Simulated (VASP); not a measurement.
# GaSe (P6_3/mmc) in VASP: single point with r2SCAN

Aim: the single point of GaSe with r2SCAN.

Everything below comes from runs of VASP 6.6.1. Logs are shortened: lines on timing, memory, paths and dates and some standing lists are left out, and cuts for length are marked.

### Step 1. The cell of the first run

It takes space group P6_3/mmc (No. 194, hexagonal). The conventional cell has a = 3.754 Å, b = 3.754 Å, c = 16.114 Å, α = 90.00°, β = 90.00°, γ = 120.00°. Within 3.2 Å of Ga (site symmetry 3m) lie 1 Ga at 2.43 Å and 3 Se at 2.46 Å. Within 3.2 Å of Se (site symmetry 3m) lie 3 Ga at 2.46 Å.

### Step 2. Single point, r2SCAN

The input, POSCAR:

```
GaSe
1.0
    3.7538612256      0.0000000000      0.0000000000
   -1.8769306128      3.2509391837      0.0000000000
    0.0000000000      0.0000000000     16.1141079348
Ga Se
4 4
Direct
    0.3333333333      0.6666666667      0.1745425020
    0.6666666667      0.3333333333      0.6745425020
    0.3333333333      0.6666666667      0.3254574980
    0.6666666667      0.3333333333      0.8254574980
    0.3333333333      0.6666666667      0.6026783692
    0.6666666667      0.3333333333      0.1026783692
    0.3333333333      0.6666666667      0.8973216308
    0.6666666667      0.3333333333      0.3973216308
```

The input, INCAR.step1:

```
PREC = Accurate
ENCUT = 550
ISMEAR = 0
SIGMA = 0.01
LREAL = False
LASPH = True
NELM = 120
NBANDS = 48
GGA = PE
ALGO = Normal
EDIFF = 1E-5
LWAVE = True
LCHARG = False
GGA_COMPAT = False
```

The input, INCAR.step2:

```
PREC = Accurate
ENCUT = 550
EDIFF = 1E-6
ISMEAR = 0
SIGMA = 0.01
LREAL = False
LASPH = True
NELM = 120
ALGO = Normal
ISIF = 2
LWAVE = False
LCHARG = False
METAGGA = R2SCAN
LMIXTAU = True
NBANDS = 48
ISTART = 1
GGA_COMPAT = False
```

The input, KPOINTS:

```
Automatic mesh
0
Gamma
  12 12 2
```

Potentials or basis: VASP PAW PBE potentials, release 64 (Ga_d, Se).

Command:

```console
$ cat potpaw_PBE.64/Ga_d/POTCAR potpaw_PBE.64/Se/POTCAR > POTCAR
$ cp INCAR.step1 INCAR
$ mpirun -np 1 vasp_std > vasp.out
$ cp INCAR.step2 INCAR
$ mpirun -np 1 vasp_std > vasp.out
```

OUTCAR:

```text
PREC = Accurate
   ENCUT = 550
   EDIFF = 1E-6
   ISMEAR = 0
   LREAL = False
   LASPH = True
   NELM = 120
   ISIF = 2
   METAGGA = R2SCAN
   ISTART = 1

 ion  position               nearest neighbor table
   1  0.333  0.667  0.175-   3 2.43   6 2.46   6 2.46   6 2.46
   2  0.667  0.333  0.675-   4 2.43   5 2.46   5 2.46   5 2.46
   3  0.333  0.667  0.325-   1 2.43   8 2.46   8 2.46   8 2.46
   4  0.667  0.333  0.825-   2 2.43   7 2.46   7 2.46   7 2.46
   5  0.333  0.667  0.603-   2 2.46   2 2.46   2 2.46
   6  0.667  0.333  0.103-   1 2.46   1 2.46   1 2.46
   7  0.333  0.667  0.897-   4 2.46   4 2.46   4 2.46
   8  0.667  0.333  0.397-   3 2.46   3 2.46   3 2.46

  LATTYP: Found a hexagonal cell.
 ALAT       =     3.7538612256
 C/A-ratio  =     4.2926754524

  Lattice vectors:

 A1 = (   3.7538612256,   0.0000000000,   0.0000000000)
 A2 = (  -1.8769306128,   3.2509391837,   0.0000000000)
 A3 = (   0.0000000000,   0.0000000000,  16.1141079348)

Analysis of symmetry for initial positions (statically):
=====================================================================
 Subroutine PRICEL returns:
 Original cell was already a primitive cell.

 Routine SETGRP: Setting up the symmetry group for a
 hexagonal supercell.

 Subroutine GETGRP returns: Found 24 space group operations
 (whereof 12 operations were pure point group operations)
 out of a pool of 24 trial point group operations.

The static configuration has the point symmetry D_3d.
 The point group associated with its full space group is D_6h.

Analysis of symmetry for dynamics (positions and initial velocities):
=====================================================================
 Subroutine PRICEL returns:
 Original cell was already a primitive cell.

 Routine SETGRP: Setting up the symmetry group for a
 hexagonal supercell.

 Subroutine GETGRP returns: Found 24 space group operations
 (whereof 12 operations were pure point group operations)
 out of a pool of 24 trial point group operations.

The dynamic configuration has the point symmetry D_3d.
 The point group associated with its full space group is D_6h.

 Subroutine INISYM returns: Found 24 space group operations
 (whereof 12 operations are pure point group operations),
 and found     1 'primitive' translations

----------------------------------------------------------------------------------------

                                     Primitive cell

  volume of cell :     196.6497

  direct lattice vectors                    reciprocal lattice vectors
     3.753861226  0.000000000  0.000000000     0.266392373  0.153801708  0.000000000
    -1.876930613  3.250939184  0.000000000     0.000000000  0.307603417  0.000000000
     0.000000000  0.000000000 16.114107935     0.000000000  0.000000000  0.062057422

  length of vectors
     3.753861226  3.753861226 16.114107935     0.307603417  0.307603417  0.062057422

  position of ions in fractional coordinates (direct lattice)
     0.333333333  0.666666667  0.174542502
     0.666666667  0.333333333  0.674542502
     0.333333333  0.666666667  0.325457498
     0.666666667  0.333333333  0.825457498
     0.333333333  0.666666667  0.602678369
     0.666666667  0.333333333  0.102678369
     0.333333333  0.666666667  0.897321631
     0.666666667  0.333333333  0.397321631

  ion indices of the primitive-cell ions
   primitive index   ion index
                 1           1
                 2           2
                 3           3
                 4           4
                 5           5
                 6           6
                 7           7
                 8           8

----------------------------------------------------------------------------------------

 KPOINTS: Automatic mesh

Automatic generation of k-mesh.
 Grid dimensions read from file:
 generate k-points for:   12   12    2

 Generating k-lattice:

  Cartesian coordinates                     Fractional coordinates (reciprocal lattice)
     0.022199364  0.012816809  0.000000000     0.083333333  0.000000000  0.000000000
     0.000000000  0.025633618  0.000000000     0.000000000  0.083333333  0.000000000
     0.000000000  0.000000000  0.031028711     0.000000000  0.000000000  0.500000000

  Length of vectors
     0.025633618  0.025633618  0.031028711

  Shift w.r.t. Gamma in fractional coordinates (k-lattice)
     0.000000000  0.000000000  0.000000000

 Subroutine IBZKPT returns following result:
 ===========================================

 Found     38 irreducible k-points:

 Following reciprocal coordinates:
            Coordinates               Weight
  0.000000  0.000000  0.000000      1.000000
  0.083333 -0.000000  0.000000      6.000000
  0.166667  0.000000  0.000000      6.000000
  0.250000  0.000000  0.000000      6.000000
  0.333333  0.000000  0.000000      6.000000
  0.416667 -0.000000  0.000000      6.000000
[... 16 lines left out ...]
  0.250000  0.000000  0.500000      6.000000
  0.333333  0.000000  0.500000      6.000000
 [... further k-points ...]
   k-points           NKPTS =     38   k-points in BZ     NKDIM =     38   number of bands    NBANDS=     48
   number of dos      NEDOS =    301   number of ions     NIONS =      8
   total plane-waves  NPLWV = 113400
   dimension x,y,z NGX =    30 NGY =   30 NGZ =  126
   dimension x,y,z NGXF=    60 NGYF=   60 NGZF=  252
   ions per type =               4   4
   NGX,Y,Z   is equivalent  to a cutoff of  13.29, 13.29, 13.00 a.u.
   NGXF,Y,Z  is equivalent  to a cutoff of  26.57, 26.57, 26.00 a.u.
 SYSTEM =  unknown system
   PREC   = accura    normal or accurate (medium, high low for compatibility)
   ISTART =      1    job   : 0-new  1-cont  2-samecut
   ICHARG =      0    charge: 1-file 2-atom 10-const
   ISPIN  =      1    spin polarized calculation?
   LNONCOLLINEAR =      F non collinear calculations
   LSORBIT =      F    spin-orbit coupling
   LASPH  =      T    aspherical Exc in radial PAW
   ENCUT  =  550.0 eV  40.42 Ry    6.36 a.u.   7.18  7.18 30.81*2*pi/ulx,y,z
   NELM   =    120;   NELMIN=  2; NELMDL=  0     # of ELM steps
   EDIFF  = 0.1E-05   stopping-criterion for ELM
   LREAL  =      F    real-space projection
   EDIFFG = 0.1E-04   stopping-criterion for IOM
   NSW    =      0    number of steps for IOM
   IBRION =     -1    ionic relax: 0-MD 1-quasi-New 2-CG
   NFREE  =      0    steps in history (QN), initial steepest desc. (CG)
   ISIF   =      2    stress and relaxation
   ISYM   =      2    0-nonsym 1-usesym 2-fastsym
   POTIM  = 0.5000    time-step for ionic-motion
   TEBEG  =    0.0;   TEEND  =   0.0 temperature during run
   PSTRESS=    0.0 pullay stress
   NELECT =      76.0000    total number of electrons
   NUPDOWN=      -1.0000    fix difference up-down
   EMIN   =  10.00;   EMAX   =-10.00  energy-range for DOS
   EFERMI =   0.00;   METHOD = LEGACY
   ISMEAR =     0;   SIGMA  =   0.01  broadening in eV -4-tet -1-fermi 0-gaus
   EFERMI_NEDOS =   21; number of points for ismear=-14 and -15
   IALGO  =     38    algorithm
   IMIX   =      4    mixing-type and parameters
     AMIX     =   0.40;   BMIX     =  1.00
     AMIX_MAG =   1.60;   BMIX_MAG =  1.00
  volume/ion in A,a.u.               =      24.58       165.88
  Fermi-wavevector in a.u.,A,eV,Ry     =   1.192472  2.253446 19.347347  1.421990
  Thomas-Fermi vector in A             =   2.328510
   LORBIT       =      0    0 simple, 1 ext, 2 COOP (PROOUT), +10 PAW based schemes
   METAGGA = R2SCAN    functional components
   LHFCALC =     F    Hartree Fock is set to
   AEXX    =    0.0000 exact exchange contribution
   IVDW    =     0    specifies the selected vdW correction
   LEPSILON=     F    determine dielectric tensor
   LRPA    =     F    only Hartree local field effects (RPA)
 non-spin polarized calculation
 Gauss-broadening in eV      SIGMA  =   0.01
  energy-cutoff  :      550.00
  volume of cell :      196.65
 maximum number of plane-waves:      5811
 NGX is ok and might be reduce to    30
   NGX = 15   NGY = 15   NGZ = 61

 number of electron      76.0000022 magnetization

 Free energy of the ion-electron system (eV)
  ---------------------------------------------------
  ext. energy  EPLUGINS =         0.00000000
  ---------------------------------------------------
  free energy    TOTEN  =      -108.50528889 eV

  energy without entropy =     -108.50528889  energy(sigma->0) =     -108.50528889

 E-fermi :   3.1946     XC(G=0):  -9.8415

 val. band max:        3.1127252234   @ k =   0.0000   0.0000   0.0000
 cond. band min:       4.5788345880   @ k =   0.0000   0.0000   0.0000
 fundamental gap:      1.4661093646
 Fermi energy:         3.1945535893

 k-point     1 :       0.0000    0.0000    0.0000
  band No.  band energies     occupation
      1     -12.5218      2.00000
      2     -12.5205      2.00000
      3     -12.3897      2.00000
      4     -12.3897      2.00000
      5     -12.3896      2.00000
      6     -12.3896      2.00000
[... 40 lines left out ...]
     47       8.8598      0.00000
     48       8.8598      0.00000

 k-point     2 :       0.0833   -0.0000    0.0000
  band No.  band energies     occupation
      1     -12.5242      2.00000
      2     -12.5225      2.00000
      3     -12.4151      2.00000
      4     -12.4116      2.00000
      5     -12.3886      2.00000
      6     -12.3885      2.00000
[... 40 lines left out ...]
     47       8.5835      0.00000
     48       8.8373      0.00000

 k-point     3 :       0.1667    0.0000    0.0000
  band No.  band energies     occupation
      1     -12.5383      2.00000
      2     -12.5337      2.00000
      3     -12.4562      2.00000
      4     -12.4511      2.00000
      5     -12.4245      2.00000
      6     -12.4138      2.00000
[... 1060 lines left out ...]
     47       8.2555      0.00000
     48       8.2555      0.00000

 k-point    24 :       0.3333    0.0000    0.5000
  band No.  band energies     occupation
      1     -12.6028      2.00000
      2     -12.6028      2.00000
      3     -12.5176      2.00000
      4     -12.5176      2.00000
      5     -12.4756      2.00000
      6     -12.4756      2.00000
[... 40 lines left out ...]
     47       8.1129      0.00000
     48       8.1129      0.00000

 [... further k-points ...]

------------------------ aborting loop because EDIFF is reached ----------------------------------------

  FORCE on cell =-STRESS in cart. coord.  units (eV):
  Direction    XX          YY          ZZ          XY          YZ          ZX
  --------------------------------------------------------------------------------------
  -------------------------------------------------------------------------------------
  Total        1.0853068      1.0853068      1.0425820      0.0000000      0.0000000      0.0000000
  in kB        8.8423922      8.8423922      8.4942975      0.0000000      0.0000000      0.0000000
  external PRESSURE =       8.7263606 kB  Pullay stress =       0.0000000 kB

 VOLUME and BASIS-vectors are now :
 -----------------------------------------------------------------------------
  energy-cutoff  :      550.00
  volume of cell :      196.65
      direct lattice vectors                 reciprocal lattice vectors
     3.753861226  0.000000000  0.000000000     0.266392373  0.153801708  0.000000000
    -1.876930613  3.250939184  0.000000000     0.000000000  0.307603417  0.000000000
     0.000000000  0.000000000 16.114107935     0.000000000  0.000000000  0.062057422

 POSITION                                       TOTAL-FORCE (eV/Angst)
 -----------------------------------------------------------------------------------
     -0.00000      2.16729      2.81260        -0.000000      0.000000      0.010606
      1.87693      1.08365     10.86965        -0.000000      0.000000      0.010606
     -0.00000      2.16729      5.24446         0.000000     -0.000000     -0.010606
      1.87693      1.08365     13.30151         0.000000      0.000000     -0.010606
     -0.00000      2.16729      9.71162         0.000000     -0.000000      0.009041
      1.87693      1.08365      1.65457        -0.000000      0.000000      0.009041
     -0.00000      2.16729     14.45954        -0.000000     -0.000000     -0.009041
      1.87693      1.08365      6.40248         0.000000     -0.000000     -0.009041
 -----------------------------------------------------------------------------------
    total drift:                               -0.000000      0.000000      0.000000

  FREE ENERGIE OF THE ION-ELECTRON SYSTEM (eV)
  ---------------------------------------------------
  free  energy   TOTEN  =      -108.5052888943 eV

  energy  without entropy=     -108.5052888943  energy(sigma->0) =     -108.50528889
```

Run time: 17 min. Hardware: 1 thread of Intel Xeon 6975P-C (Granite Rapids), shared host; peak memory 0.56 GiB.

Results:

- Free energy: -108.5053 eV
- Pressure: 0.9 GPa
- Largest force: 0.011 eV/Å
- Band gap on the k mesh: 1.47 eV

Forces in eV/Å, atoms in the order of the input:
```
Ga   0.000  0.000  0.011
Ga   0.000  0.000  0.011
Ga   0.000  0.000 -0.011
Ga   0.000  0.000 -0.011
Se   0.000  0.000  0.009
Se   0.000  0.000  0.009
Se   0.000  0.000 -0.009
Se   0.000  0.000 -0.009
```

Caveat: the PAW data sets were made with another functional, which shifts forces and pressure a little. A k mesh can miss the band edges.
